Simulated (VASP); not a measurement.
# HgTe (rocksalt type) (Fm-3m) in VASP: notebook

Runs on HgTe (rocksalt type). Level: PBEsol. Tasks: single point, relaxation of cell and atoms.

Everything below comes from runs of VASP 6.6.1. Logs are shortened: lines on timing, memory, paths and dates and some standing lists are left out, and cuts for length are marked.

### Step 1. The cell of the first run

The structure is cubic, space group Fm-3m (No. 225). The conventional cell has a = 5.883 Å, b = 5.883 Å, c = 5.883 Å, α = 90.00°, β = 90.00°, γ = 90.00°. Hg (site symmetry m-3m) has 6 Te at 2.94 Å within 3.9 Å. Te (site symmetry m-3m) has 6 Hg at 2.94 Å within 3.9 Å.

### Step 2. Single point, PBEsol (25.45 Å³/atom)

The input, INCAR:

```
SYSTEM = HgTe
  PREC = Accurate
  ENCUT = 520
  EDIFF = 1E-7
  ISMEAR = -1
  SIGMA = 0.1
  LREAL = .False.
  LASPH = .True.
  NELM = 60
  ALGO = Normal
  ISIF = 2
  LWAVE = .False.
  LCHARG = .False.
  GGA = PS
  NBANDS = 16
```

The input, KPOINTS:

```
Automatic mesh
0
Gamma
  11 11 11
  0 0 0
```

The input, POSCAR:

```
HgTe
1.0
    0.0000000000      2.9412988599      2.9412988599
    2.9412988599      0.0000000000      2.9412988599
    2.9412988599      2.9412988599      0.0000000000
Hg Te
1 1
Direct
    0.0000000000      0.0000000000      0.0000000000
    0.5000000000      0.5000000000      0.5000000000
```

Potentials or basis: VASP PAW PBE potentials, release 64 (Hg, Te).

On the command line:

```bash
> cat potpaw_PBE.64/Hg/POTCAR potpaw_PBE.64/Te/POTCAR > POTCAR
> mpirun -np 1 vasp_std > vasp.out
```

OUTCAR:

```text
SYSTEM = HgTe
   PREC = Accurate
   ENCUT = 520
   EDIFF = 1E-7
   ISMEAR = -1
   LREAL = .False.
   LASPH = .True.
   NELM = 60
   ISIF = 2
   GGA = PS

 ion  position               nearest neighbor table
   1  0.000  0.000  0.000-   2 2.94   2 2.94   2 2.94   2 2.94   2 2.94   2 2.94
   2  0.500  0.500  0.500-   1 2.94   1 2.94   1 2.94   1 2.94   1 2.94   1 2.94

  LATTYP: Found a face centered cubic cell.
 ALAT       =     5.8825977198

  Lattice vectors:

 A1 = (   0.0000000000,   2.9412988599,   2.9412988599)
 A2 = (   2.9412988599,   0.0000000000,   2.9412988599)
 A3 = (   2.9412988599,   2.9412988599,   0.0000000000)

Analysis of symmetry for initial positions (statically):
=====================================================================
 Subroutine PRICEL returns:
 Original cell was already a primitive cell.

 Routine SETGRP: Setting up the symmetry group for a
 face centered cubic supercell.

 Subroutine GETGRP returns: Found 48 space group operations
 (whereof 48 operations were pure point group operations)
 out of a pool of 48 trial point group operations.

The static configuration has the point symmetry O_h .

Analysis of symmetry for dynamics (positions and initial velocities):
=====================================================================
 Subroutine PRICEL returns:
 Original cell was already a primitive cell.

 Routine SETGRP: Setting up the symmetry group for a
 face centered cubic supercell.

 Subroutine GETGRP returns: Found 48 space group operations
 (whereof 48 operations were pure point group operations)
 out of a pool of 48 trial point group operations.

The dynamic configuration has the point symmetry O_h .

 Subroutine INISYM returns: Found 48 space group operations
 (whereof 48 operations are pure point group operations),
 and found     1 'primitive' translations

----------------------------------------------------------------------------------------

                                     Primitive cell

  volume of cell :      50.8918

  direct lattice vectors                    reciprocal lattice vectors
     0.000000000  2.941298860  2.941298860    -0.169992926  0.169992926  0.169992926
     2.941298860  0.000000000  2.941298860     0.169992926 -0.169992926  0.169992926
     2.941298860  2.941298860  0.000000000     0.169992926  0.169992926 -0.169992926

  length of vectors
     4.159624739  4.159624739  4.159624739     0.294436385  0.294436385  0.294436385

  position of ions in fractional coordinates (direct lattice)
     0.000000000  0.000000000  0.000000000
     0.500000000  0.500000000  0.500000000

  ion indices of the primitive-cell ions
   primitive index   ion index
                 1           1
                 2           2

----------------------------------------------------------------------------------------

 KPOINTS: Automatic mesh

Automatic generation of k-mesh.
 Grid dimensions read from file:
 generate k-points for:   11   11   11

 Generating k-lattice:

  Cartesian coordinates                     Fractional coordinates (reciprocal lattice)
    -0.015453902  0.015453902  0.015453902     0.090909091  0.000000000  0.000000000
     0.015453902 -0.015453902  0.015453902     0.000000000  0.090909091  0.000000000
     0.015453902  0.015453902 -0.015453902     0.000000000  0.000000000  0.090909091

  Length of vectors
     0.026766944  0.026766944  0.026766944

  Shift w.r.t. Gamma in fractional coordinates (k-lattice)
     0.000000000  0.000000000  0.000000000

 Subroutine IBZKPT returns following result:
 ===========================================

 Found     56 irreducible k-points:

 Following reciprocal coordinates:
            Coordinates               Weight
  0.000000  0.000000  0.000000      1.000000
  0.090909  0.000000  0.000000      8.000000
  0.181818  0.000000  0.000000      8.000000
  0.272727  0.000000  0.000000      8.000000
  0.363636  0.000000  0.000000      8.000000
  0.454545  0.000000  0.000000      8.000000
[... 16 lines left out ...]
 -0.272727  0.181818  0.000000     24.000000
 -0.181818  0.181818  0.000000     12.000000
 [... further k-points ...]
   k-points           NKPTS =     56   k-points in BZ     NKDIM =     56   number of bands    NBANDS=     16
   number of dos      NEDOS =    301   number of ions     NIONS =      2
   total plane-waves  NPLWV =  32768
   dimension x,y,z NGX =    32 NGY =   32 NGZ =   32
   dimension x,y,z NGXF=    64 NGYF=   64 NGZF=   64
   ions per type =               1   1
   NGX,Y,Z   is equivalent  to a cutoff of  12.79, 12.79, 12.79 a.u.
   NGXF,Y,Z  is equivalent  to a cutoff of  25.58, 25.58, 25.58 a.u.
 SYSTEM =  HgTe
   PREC   = accura    normal or accurate (medium, high low for compatibility)
   ISTART =      0    job   : 0-new  1-cont  2-samecut
   ICHARG =      2    charge: 1-file 2-atom 10-const
   ISPIN  =      1    spin polarized calculation?
   LNONCOLLINEAR =      F non collinear calculations
   LSORBIT =      F    spin-orbit coupling
   LASPH  =      T    aspherical Exc in radial PAW
   ENCUT  =  520.0 eV  38.22 Ry    6.18 a.u.   7.73  7.73  7.73*2*pi/ulx,y,z
   NELM   =     60;   NELMIN=  2; NELMDL= -5     # of ELM steps
   EDIFF  = 0.1E-06   stopping-criterion for ELM
   LREAL  =      F    real-space projection
   EDIFFG = 0.1E-05   stopping-criterion for IOM
   NSW    =      0    number of steps for IOM
   IBRION =     -1    ionic relax: 0-MD 1-quasi-New 2-CG
   NFREE  =      0    steps in history (QN), initial steepest desc. (CG)
   ISIF   =      2    stress and relaxation
   ISYM   =      2    0-nonsym 1-usesym 2-fastsym
   POTIM  = 0.5000    time-step for ionic-motion
   TEBEG  =    0.0;   TEEND  =   0.0 temperature during run
   PSTRESS=    0.0 pullay stress
   NELECT =      18.0000    total number of electrons
   NUPDOWN=      -1.0000    fix difference up-down
   EMIN   =  10.00;   EMAX   =-10.00  energy-range for DOS
   EFERMI =   0.00;   METHOD = LEGACY
   ISMEAR =    -1;   SIGMA  =   0.10  broadening in eV -4-tet -1-fermi 0-gaus
   EFERMI_NEDOS =   21; number of points for ismear=-14 and -15
   IALGO  =     38    algorithm
   IMIX   =      4    mixing-type and parameters
     AMIX     =   0.40;   BMIX     =  1.00
     AMIX_MAG =   1.60;   BMIX_MAG =  1.00
  volume/ion in A,a.u.               =      25.45       171.72
  Fermi-wavevector in a.u.,A,eV,Ry     =   1.157755  2.187839 18.237191  1.340396
  Thomas-Fermi vector in A             =   2.294363
   LORBIT       =      0    0 simple, 1 ext, 2 COOP (PROOUT), +10 PAW based schemes
   GGA     = PS    functional components
   LHFCALC =     F    Hartree Fock is set to
   AEXX    =    0.0000 exact exchange contribution
   IVDW    =     0    specifies the selected vdW correction
   LEPSILON=     F    determine dielectric tensor
   LRPA    =     F    only Hartree local field effects (RPA)
 non-spin polarized calculation
  energy-cutoff  :      520.00
  volume of cell :       50.89
 maximum number of plane-waves:      1390
   NGX = 15   NGY = 15   NGZ = 15

 number of electron      17.9999999 magnetization

 Free energy of the ion-electron system (eV)
  ---------------------------------------------------
  ext. energy  EPLUGINS =         0.00000000
  ---------------------------------------------------
  free energy    TOTEN  =        -4.17888828 eV

  energy without entropy =       -4.14785659  energy(sigma->0) =       -4.16337243

 E-fermi :   5.5042     XC(G=0): -10.5672

 val. band max:        5.4361939287   @ k =  -0.3636   0.1818   0.0000
 cond. band min:       5.5075237805   @ k =  -0.1818   0.0909   0.0000
 fundamental gap:      0.0713298519
 Fermi energy:         5.5041921306

 k-point     1 :       0.0000    0.0000    0.0000
  band No.  band energies     occupation
      1      -7.3676      2.00000
      2      -1.6050      2.00000
      3      -1.6050      2.00000
      4      -1.5397      2.00000
      5      -1.5397      2.00000
      6      -1.5397      2.00000
[... 8 lines left out ...]
     15      13.5069      0.00000
     16      13.5069      0.00000

 k-point     2 :       0.0909    0.0000    0.0000
  band No.  band energies     occupation
      1      -7.2801      2.00000
      2      -1.6418      2.00000
      3      -1.6418      2.00000
      4      -1.5544      2.00000
      5      -1.5259      2.00000
      6      -1.5259      2.00000
[... 8 lines left out ...]
     15      13.6000      0.00000
     16      13.6000      0.00000

 k-point     3 :       0.1818    0.0000    0.0000
  band No.  band energies     occupation
      1      -7.0259      2.00000
      2      -1.7453      2.00000
      3      -1.7453      2.00000
      4      -1.6074      2.00000
      5      -1.4792      2.00000
      6      -1.4792      2.00000
[... 8 lines left out ...]
     15      14.0016      0.00000
     16      14.0016      0.00000

 k-point     4 :       0.2727    0.0000    0.0000
  band No.  band energies     occupation
      1      -6.6350      2.00000
      2      -1.8756      2.00000
      3      -1.8756      2.00000
      4      -1.7353      2.00000
      5      -1.4144      2.00000
      6      -1.4144      2.00000
[... 8 lines left out ...]
     15      14.6740      0.00000
     16      14.6740      0.00000

 k-point     5 :       0.3636    0.0000    0.0000
  band No.  band energies     occupation
      1      -6.1817      2.00000
      2      -1.9995      2.00000
      3      -1.9891      2.00000
      4      -1.9891      2.00000
      5      -1.3530      2.00000
      6      -1.3530      2.00000
[... 8 lines left out ...]
     15      15.5673      0.00000
     16      15.5673      0.00000

 k-point     6 :       0.4545    0.0000    0.0000
  band No.  band energies     occupation
      1      -5.8343      2.00000
      2      -2.3047      2.00000
      3      -2.0540      2.00000
      4      -2.0540      2.00000
      5      -1.3159      2.00000
      6      -1.3159      2.00000
[... 8 lines left out ...]
     15      16.4705      0.00000
     16      16.4705      0.00000

 k-point     7 :       0.0909    0.0909    0.0000
  band No.  band energies     occupation
      1      -7.2527      2.00000
      2      -1.7018      2.00000
      3      -1.5948      2.00000
      4      -1.5556      2.00000
      5      -1.5263      2.00000
      6      -1.5263      2.00000
[... 8 lines left out ...]
     15      14.4563      0.00000
     16      14.4563      0.00000

 k-point     8 :       0.1818    0.0909    0.0000
  band No.  band energies     occupation
      1      -7.0593      2.00000
      2      -1.8130      2.00000
      3      -1.6409      2.00000
      4      -1.5846      2.00000
      5      -1.4996      2.00000
      6      -1.4810      2.00000
[... 8 lines left out ...]
     15      14.3882      0.00000
     16      14.8161      0.00000

 k-point     9 :       0.2727    0.0909    0.0000
  band No.  band energies     occupation
      1      -6.7229      2.00000
      2      -1.9426      2.00000
      3      -1.7548      2.00000
      4      -1.6535      2.00000
      5      -1.4493      2.00000
      6      -1.4102      2.00000
[... 8 lines left out ...]
     15      14.6597      0.00000
     16      15.2897      0.00000
[... 172 lines left out ...]
 k-point    19 :       0.3636    0.1818    0.0000
  band No.  band energies     occupation
      1      -6.3482      2.00000
      2      -2.0403      2.00000
      3      -1.7349      2.00000
      4      -1.6819      2.00000
      5      -1.3874      2.00000
      6      -1.3358      2.00000
[... 8 lines left out ...]
     15      16.2680      0.00000
     16      16.7284      0.00000

 k-point    20 :       0.4545    0.1818    0.0000
  band No.  band energies     occupation
      1      -6.0111      2.00000
      2      -2.0266      2.00000
      3      -1.8596      2.00000
      4      -1.7693      2.00000
      5      -1.3257      2.00000
      6      -1.2940      2.00000
[... 8 lines left out ...]
     15      17.2071      0.00000
     16      17.2858      0.00000

 k-point    21 :      -0.4545    0.1818    0.0000
  band No.  band energies     occupation
      1      -5.8186      2.00000
      2      -2.0742      2.00000
      3      -1.9581      2.00000
      4      -1.7907      2.00000
      5      -1.2939      2.00000
      6      -1.2751      2.00000
[... 8 lines left out ...]
     15      16.3556      0.00000
     16      16.8497      0.00000

 k-point    22 :      -0.3636    0.1818    0.0000
  band No.  band energies     occupation
      1      -5.8894      2.00000
      2      -2.1511      2.00000
      3      -2.0076      2.00000
      4      -1.7095      2.00000
      5      -1.3297      2.00000
      6      -1.2617      2.00000
[... 8 lines left out ...]
     15      15.2770      0.00000
     16      16.4960      0.00000

 k-point    23 :      -0.2727    0.1818    0.0000
  band No.  band energies     occupation
      1      -6.1814      2.00000
      2      -2.0894      2.00000
      3      -2.0004      2.00000
      4      -1.6527      2.00000
      5      -1.3843      2.00000
      6      -1.2910      2.00000
[... 8 lines left out ...]
     15      15.3384      0.00000
     16      17.6613      0.00000

 k-point    24 :      -0.1818    0.1818    0.0000
  band No.  band energies     occupation
      1      -6.5406      2.00000
      2      -1.9426      2.00000
      3      -1.9393      2.00000
      4      -1.6250      2.00000
      5      -1.4367      2.00000
      6      -1.3530      2.00000
[... 8 lines left out ...]
     15      15.0950      0.00000
     16      16.5423      0.00000

 [... further k-points ...]

------------------------ aborting loop because EDIFF is reached ----------------------------------------

  FORCE on cell =-STRESS in cart. coord.  units (eV):
  Direction    XX          YY          ZZ          XY          YZ          ZX
  --------------------------------------------------------------------------------------
  -------------------------------------------------------------------------------------
  Total        1.4552458      1.4552458      1.4552458     -0.0000000      0.0000000     -0.0000000
  in kB       45.8141341     45.8141341     45.8141341     -0.0000000      0.0000000     -0.0000000
  external PRESSURE =      45.8141341 kB  Pullay stress =       0.0000000 kB

 VOLUME and BASIS-vectors are now :
 -----------------------------------------------------------------------------
  energy-cutoff  :      520.00
  volume of cell :       50.89
      direct lattice vectors                 reciprocal lattice vectors
     0.000000000  2.941298860  2.941298860    -0.169992926  0.169992926  0.169992926
     2.941298860  0.000000000  2.941298860     0.169992926 -0.169992926  0.169992926
     2.941298860  2.941298860  0.000000000     0.169992926  0.169992926 -0.169992926

 POSITION                                       TOTAL-FORCE (eV/Angst)
 -----------------------------------------------------------------------------------
      0.00000      0.00000      0.00000        -0.000000     -0.000000     -0.000000
      2.94130      2.94130      2.94130         0.000000      0.000000      0.000000
 -----------------------------------------------------------------------------------
    total drift:                                0.000000     -0.000000     -0.000000

  FREE ENERGIE OF THE ION-ELECTRON SYSTEM (eV)
  ---------------------------------------------------
  free  energy   TOTEN  =        -4.1788882765 eV

  energy  without entropy=       -4.1478565878  energy(sigma->0) =       -4.16337243
```

Wall time 27 s (1 thread of Intel Xeon Platinum 8259CL at 2.50GHz (Skylake/Cascade Lake), shared host); peak memory 0.2 GiB.

What came out:

- Free energy: -4.1789 eV
- Pressure: 4.6 GPa
- Band gap on the k mesh: zero (bands 9 and 10 overlap by 3.09 eV)

Caveat: the cell stands under pressure; the PAW data sets were made with another functional, which shifts forces and pressure a little; spin-orbit coupling is left out, which moves the levels of the heavy elements.

### Step 3. Single point, PBEsol

This run uses another cell than the first one, of 27.07 Å³/atom.

The input, INCAR:

```
PREC = Accurate
ENCUT = 520
EDIFF = 1E-6
ISMEAR = -1
SIGMA = 0.1
LREAL = False
LASPH = True
NELM = 100
ALGO = Normal
ISIF = 2
LWAVE = False
LCHARG = False
GGA = PS
NBANDS = 16
```

The input, KPOINTS:

```
Automatic mesh
0
Gamma
  11 11 11
```

The input, POSCAR:

```
HgTe
1.0
    0.0000000000      3.0025934767      3.0025934767
    3.0025934767      0.0000000000      3.0025934767
    3.0025934767      3.0025934767      0.0000000000
Hg Te
1 1
Direct
    0.0000000000      0.0000000000      0.0000000000
    0.5000000000      0.5000000000      0.5000000000
```

Potentials or basis: VASP PAW PBE potentials, release 64 (Hg, Te).

On the command line:

```bash
> cat potpaw_PBE.64/Hg/POTCAR potpaw_PBE.64/Te/POTCAR > POTCAR
> mpirun -np 1 vasp_std > vasp.out
```

Run time: 33 s. Hardware: 1 thread of Intel Xeon Platinum 8259CL at 2.50GHz (Skylake/Cascade Lake), shared host; peak memory 0.2 GiB.

The run converged. Its results:

| Property | Result |
| --- | --- |
| Free energy | -4.2255 eV |
| Pressure | 0.2 GPa |
| Band gap on the k mesh | zero (bands 9 and 10 overlap by 2.75 eV) |

Levels at points of the mesh, in eV from the Fermi level:
| k point | band 6 | band 7 | band 8 | band 9 | band 10 | band 11 | band 12 | band 13 |
| --- | --- | --- | --- | --- | --- | --- | --- | --- |
| (0.00, 0.00, 0.00) | -6.77 | -0.80 | -0.75 | -0.75 | -0.75 | 7.65 | 7.65 | 7.65 |

Caveat: the PAW data sets were made with another functional, which shifts forces and pressure a little; spin-orbit coupling is left out, which moves the levels of the heavy elements.

### Step 4. Relaxation of cell and atoms, PBEsol

This run uses another cell than the first one, of 26.42 Å³/atom.

The input, INCAR:

```
SYSTEM = HgTe
PREC = Accurate
ENCUT = 600
EDIFF = 1E-6
ISMEAR = -1
SIGMA = 0.1
LREAL = .FALSE.
LASPH = .TRUE.
NELM = 60
ALGO = Normal
ISIF = 3
LWAVE = .FALSE.
LCHARG = .FALSE.
GGA = PS
IBRION = 2
NSW = 60
EDIFFG = -0.005
```

The input, KPOINTS:

```
Automatic mesh
0
G
  11 11 11
  0 0 0
```

The input, POSCAR:

```
HgTe
1.0
    0.0000000000      2.9783528050      2.9783528050
    2.9783528050      0.0000000000      2.9783528050
    2.9783528050      2.9783528050      0.0000000000
Hg Te
1 1
Direct
    0.0000000000      0.0000000000      0.0000000000
    0.5000000000      0.5000000000      0.5000000000
```

On the command line:

```bash
> cat potpaw_PBE.64/Hg/POTCAR potpaw_PBE.64/Te/POTCAR > POTCAR
> mpirun -np 1 vasp_std > vasp.out
```

Run time: 97 s. Hardware: 1 thread of Intel Xeon Platinum 8259CL at 2.50GHz (Skylake/Cascade Lake), shared host; peak memory 0.23 GiB.

The run converged. Its results:

- Free energy: -4.2254 eV
- Relaxed volume: 27.17 Å³/atom
- Relaxed cell: a = 4.252 Å, b = 4.252 Å, c = 4.252 Å, α = 60.00°, β = 60.00°, γ = 60.00°
- Space group after relaxing (to 0.1 Å): Fm-3m (No. 225)
- Energy gained by relaxing: 4.1 meV/atom
- Ionic steps: 3
- Pressure after relaxing: 0.0 GPa
- Band gap on the k mesh: zero (bands 9 and 10 overlap by 2.73 eV)

The path:
```csv
step,energy change (eV),largest force (eV/Å),pressure (GPa),volume (Å³)
1,0.0000,0.0000,1.79,52.84
2,-0.0061,0.0000,-0.82,55.13
3,-0.0082,0.0000,0.00,54.34
```

Final structure:
```
Hg Te
1.0
     0.00000    3.00636    3.00636
     3.00636    0.00000    3.00636
     3.00636    3.00636    0.00000
Hg Te
1 1
Direct
  0.00000 0.00000 0.00000
  0.50000 0.50000 0.50000
```

Levels at points of the mesh, in eV from the Fermi level:
| k point | band 5 | band 6 | band 7 | band 8 | band 9 | band 10 | band 11 | band 12 | band 13 |
| --- | --- | --- | --- | --- | --- | --- | --- | --- | --- |
| (0.00, 0.00, 0.00) | -6.75 | -6.75 | -0.82 | -0.74 | -0.74 | -0.74 | 7.65 | 7.65 | 7.65 |

Caveat: the PAW data sets were made with another functional, which shifts forces and pressure a little; spin-orbit coupling is left out, which moves the levels of the heavy elements.

### Step 5. Overview

| task | cell | cutoff (eV) | gap on the mesh (eV) | pressure (GPa) |
| --- | --- | --- | --- | --- |
| single point | a = 4.160 Å, angles 60.0°, 2 atoms | 520 | none | 4.6 |
| single point | a = 4.246 Å, angles 60.0°, 2 atoms | 520 | none | 0.2 |
| relaxation of cell and atoms | relaxed from a = 4.212 Å, angles 60.0°, 2 atoms | 600 | none | 0.0 |

Alike in all rows: level PBEsol; potentials or basis VASP PAW PBE potentials, release 64 (Hg, Te); no spin polarisation; k mesh 11 × 11 × 11; smearing fermi-dirac 0.1 eV.

Caveats: the PAW data sets were made with another functional, which shifts forces and pressure a little; spin-orbit coupling is left out, which moves the levels of the heavy elements; the cell stands under pressure (at least some runs).

Total energies depend on the potentials used, so only differences within one code and one set of settings carry meaning.
